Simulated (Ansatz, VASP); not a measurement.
Cu2Au3: VASP beside Ansatz

```xyz
5
Lattice="4.7297 0.0000 0.0000 0.0000 4.7297 0.0000 0.0000 0.0000 4.7297" Properties=species:S:1:pos:R:3 pbc="T T T"
Cu    2.3649    2.3649    2.3649
Cu    0.0000    0.0000    0.0000
Au    2.3649    0.0000    0.0000
Au    0.0000    2.3649    0.0000
Au    0.0000    0.0000    2.3649
```

Alike in both runs: functional PBE; k mesh 4 × 4 × 4; occupations gaussian, width 0.1 eV; no spin polarisation.

Ansatz relaxed the structure, and its values are those at the end. VASP's run is a single point on that final structure, the one shown.

|  | VASP | Ansatz |
| --- | --- | --- |
| version | VASP 6.6.1 | Ansatz 0.2.0 |
| potentials or method | VASP PAW PBE potentials, release 64 (Cu, Au), cutoff 520 eV | scalar-relativistic, plane waves, PAW |
| valence electrons in the cell | 55 | 95 |

|  | VASP | Ansatz | Ansatz less VASP |
| --- | --- | --- | --- |
| gap on the k mesh at the Fermi level (eV) | none | none | - |
| pressure (GPa) | 0.1 | 0.1 | 0.00 |

A gap of «none» marks a metal or a gap that the smearing closes. With one functional, cell and mesh, what is left measures potentials, basis and numerics. VASP's potentials hold 55 valence electrons a cell and Ansatz's 95, so a difference there can come from the potentials and not from the codes.

Spin-orbit coupling is off throughout.
